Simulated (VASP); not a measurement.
Rb, 1 atom in the cell. Symmetry: I4/mmm, No. 139, tetragonal system. The conventional cell has a = 5.612 Å, b = 5.612 Å, c = 5.444 Å, α = 90.00°, β = 90.00°, γ = 90.00°.  This cell differs from its parent crystal: strain +0.000 along x and y, -0.030 along z.

- Program: VASP 6.6.1
- Task: single point
- Functional: PBEsol
- Potentials or basis: VASP PAW PBE potentials, release 64 (Rb_sv)
- Cutoff: 520 eV
- k mesh: 12 × 12 × 12
- Occupations: gaussian, width 0.15 eV
- Spin: no spin polarisation
- Dipole correction: no
- Further INCAR settings: ALGO = Fast; EDIFF = 1e-06; NBANDS = 10

Potentials or basis: VASP PAW PBE potentials, release 64 (Rb_sv).

The run is started by

```bash
$ cat potpaw_PBE.64/Rb_sv/POTCAR > POTCAR
$ mpirun -np 1 vasp_std > vasp.out
```

Hardware: 1 thread of AMD EPYC 7R13 (shared host).

Problem. Estimate the wall time of this run.

Solution. Wall time 3.9 min on 1 thread of AMD EPYC 7R13, with other jobs on the host, peak memory 0.26 GiB. Counts: scf iterations 11, k points 163.
